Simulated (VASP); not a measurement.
Pb: relaxation of cell and atoms with LDA

The system is Pb.

```
Pb
1.0
     4.81230    0.00000    0.00000
    -2.40615    4.16758    0.00000
     0.00000    0.00000    7.91905
Pb
4
Cartesian
  0.0000 2.7784 0.4966
  2.4062 1.3892 4.4562
  0.0000 2.7784 3.4629
  2.4062 1.3892 7.4224
```

This isn't the form of Pb at room conditions, which is fcc.

- Program: VASP 6.6.1
- Task: relaxation of cell and atoms
- Functional: LDA
- Potentials or basis: VASP PAW LDA potentials, release 64 (Pb_d)
- Cutoff: 500 eV
- k mesh: 12 × 12 × 6
- Occupations: gaussian, width 0.1 eV
- Spin: no spin polarisation
- Dipole correction: no
- Further INCAR settings: ALGO = Normal; EDIFF = 1e-07; IBRION = 2; EDIFFG = -0.01; NSW = 80; ISIF = 3

```json
{"Pressure after relaxing": "0.0 GPa", "Band gap on the k mesh": "zero (bands 28 and 29 overlap by 0.61 eV)"}
```

Final structure:
```
CELL_PARAMETERS angstrom
4.81230 0.00000 0.00000
-2.40615 4.16758 0.00000
0.00000 0.00000 7.91905
ATOMIC_POSITIONS crystal
Pb 0.33333 0.66667 0.06272
Pb 0.66667 0.33333 0.56272
Pb 0.33333 0.66667 0.43728
Pb 0.66667 0.33333 0.93728
```

Levels at points of the mesh, in eV from the Fermi level:
```tsv
k point	band 24	band 25	band 26	band 27	band 28	band 29	band 30	band 31	band 32	band 33
(0.00, 0.00, 0.00)	-3.80	-1.10	-0.80	-0.80	0.32	0.48	0.48	2.28	2.28	2.58
(0.50, 0.00, 0.00)	-6.91	-3.10	-2.03	-1.68	-0.79	0.46	0.53	3.33	3.56	3.86
(0.00, 0.00, 0.50)	-5.49	-0.40	-0.40	-0.29	-0.29	-0.29	-0.29	3.17	3.17	3.17
(0.50, 0.00, 0.50)	-7.57	-1.77	-1.77	-1.51	-1.51	0.10	0.10	2.14	2.14	5.21
```

Wall time 3.6 min on 1 thread of Intel(R) Xeon(R) 6975P-C (Granite Rapids) (shared host), peak memory 0.4 GiB.

Caveat: the relaxation stopped at its first step, so nothing moved; spin-orbit coupling is left out, which moves the levels of the heavy elements.
